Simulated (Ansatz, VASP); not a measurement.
SnSe in VASP and in Ansatz

INCAR

```
SYSTEM = SnSe
  ALGO = Normal
  EDIFF = 1E-8
  ENCUT = 520
  GGA = PE
  ISIF = 2
  ISMEAR = -1
  LASPH = .TRUE.
  LCHARG = .FALSE.
  LEFG = .TRUE.
  LREAL = .FALSE.
  LWAVE = .FALSE.
  NBANDS = 17
  NELM = 60
  PREC = Accurate
  SIGMA = 0.02
```

KPOINTS

```
k-points
0
G
  9 9 9
  0 0 0
```

The input POSCAR:

```
SnSe
1.0
   -0.0903000000      2.9648500000      2.9648500000
    2.9648500000     -0.0903000000      2.9648500000
    2.9648500000      2.9648500000     -0.0903000000
Sn Se
1 1
Direct
    0.0000000000      0.0000000000      0.0000000000
    0.5000000000      0.5000000000      0.5000000000
```

Input for Ansatz:

```yaml
crystal:
  lattice:
    - [-0.0903, 2.96485, 2.96485]
    - [2.96485, -0.0903, 2.96485]
    - [2.96485, 2.96485, -0.0903]
  atoms:
    - { symbol: Sn, position: [0.0, 0.0, 0.0] }
    - { symbol: Se, position: [0.5, 0.5, 0.5] }
kpoints:
  mp_grid: { grid: [9, 9, 9] }
scf:
  occupations: { method: fermi_dirac, width: 0.02 }
hamiltonian:
  xc: pbe
  pseudopotentials: { kind: all_electron, datasets: crystal }
output:
  forces: true
  stress: true
  eigenvalues: true
  efg: { contact_densities: true }
```

Change from the starting cell: equal xy, yz and zx shear strains of -3 %, crystal datasets.

Alike in both runs: task electric field gradients; functional PBE; k mesh 9 × 9 × 9; occupations fermi-dirac, width 0.02 eV; no spin polarisation.

|  | VASP | Ansatz |
| --- | --- | --- |
| version | VASP 6.6.1 | Ansatz 0.2.0 |
| potentials or method | VASP PAW PBE potentials, release 64 (Sn_d, Se), cutoff 520 eV | all-electron PAW with datasets made for the crystal, scalar-relativistic |

VASP gave:

* pressure (GPa): 1.0
* traceless stress, the component that is largest in VASP (GPa): 0.52
* size of Vzz on the site where it differs most (V/Å²): 0.8

Question: Which values does Ansatz return?

Answer: Pressure (GPa): 1.0; traceless stress, the component that is largest in VASP (GPa): 0.52; size of Vzz on the site where it differs most (V/Å²): 2.0.

Ansatz ran all-electron here, and VASP with PAW potentials.
